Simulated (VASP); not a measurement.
Wanted: the native input for a VASP 6.6.1 run.

```yaml
Task: single point
Functional: PBE
Potentials_or_basis: VASP PAW PBE potentials, release 64 (In_d, Ru_pv)
Cutoff: 520 eV
k_mesh: 8 × 8 × 8
Occupations: gaussian, width 0.1 eV
Spin: no spin polarisation
Dipole_correction: no
Further_INCAR_settings: ALGO = Fast; EDIFF = 1e-06; NBANDS = 41
```

The structure of In4Ru lies in POSCAR:

```
In4Ru
1.0
   -3.1368738032      3.1368738032      3.1368738032
    3.1368738032     -3.1368738032      3.1368738032
    3.1368738032      3.1368738032     -3.1368738032
In Ru
4 1
Direct
    0.0000000000      0.0000000000      0.5000000000
    0.5000000000      0.0000000000      0.0000000000
    0.0000000000      0.5000000000      0.0000000000
    0.5000000000      0.5000000000      0.5000000000
    0.0000000000      0.0000000000      0.0000000000
```

The cell was built from a structure type or drawn by symmetry, and may not be a known phase.

The input as run:

INCAR

```
PREC     = Accurate       # precision mode
ENCUT    = 520            # plane-wave cutoff, eV
EDIFF    = 1E-6           # SCF threshold, eV
ISMEAR   = 0              # smearing method
SIGMA    = 0.1            # smearing width, eV
LREAL    = False          # projectors in reciprocal space
LASPH    = True           # aspherical terms in the spheres
NELM     = 60             # most SCF steps
ALGO     = Fast           # electronic algorithm
ISIF     = 2              # what is computed and relaxed
LWAVE    = False          # write WAVECAR
LCHARG   = True           # write CHGCAR
GGA      = PE             # functional
LELF     = True           # ELF
LVHAR    = True         
NBANDS   = 41             # bands
```

KPOINTS

```
regular mesh
0
Gamma
  8 8 8
```

Potentials or basis: VASP PAW PBE potentials, release 64 (In_d, Ru_pv).

Launch:

```console
$ cat potpaw_PBE.64/In_d/POTCAR potpaw_PBE.64/Ru_pv/POTCAR > POTCAR
$ mpirun -np 1 vasp_std > vasp.out
```

It gave:

```
Pressure               : 0.0 GPa
Band gap on the k mesh : zero (bands 33 and 34 overlap by 3.39 eV)
```

Caveat: spin-orbit coupling is left out, which moves the levels of the heavy elements.

Run time: 6.5 min on 1 thread of AMD EPYC 7571, on a shared host, peak memory 0.28 GiB.
